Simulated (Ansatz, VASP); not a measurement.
## MgI2 in VASP and in Ansatz

```xyz
3
Lattice="4.1572 0.0000 0.0000 -2.0786 3.6003 0.0000 0.0000 0.0000 6.8733" Properties=species:S:1:pos:R:3 pbc="T T T"
Mg    0.0000    0.0000    0.0000
I     0.0000    2.4002    1.6676
I     2.0786    1.2001    5.2057
```

Alike in both runs: task single point; functional r2SCAN50; k mesh 6 × 6 × 2; no spin polarisation.

```csv
,VASP,Ansatz
version,VASP 6.6.1,Ansatz 0.2.0
potentials or method,"VASP PAW PBE potentials, release 64 (Mg, I)",plane waves
plane-wave cutoff (eV),520,500
occupations,"gaussian, width 0.01 eV",fixed
valence electrons in the cell,16,44
```

|  | VASP | Ansatz | Ansatz less VASP |
| --- | --- | --- | --- |
| gap on the k mesh at the Fermi level (eV) | 7.05 | 7.06 | +0.013 |
| pressure (GPa) | -0.5 | -0.2 | +0.30 |
| traceless stress, the component that is largest in VASP (GPa) | 0.06 | 0.02 | -0.036 |
| rms of the force components (eV/Å) | 0.094 | 0.080 | -0.0134 |

VASP's potentials were made for PBE, not for r2SCAN50. Atom by atom the forces differ by 0.013 eV/Å (rms over components). VASP's potentials hold 16 valence electrons a cell and Ansatz's 44, so a difference there can come from the potentials and not from the codes. Ansatz's warnings: stress exchange threshold loose, stress scf threshold loose.

The k mesh is coarse, so the values compare programs but aren't converged. Neither program's run includes spin-orbit coupling.
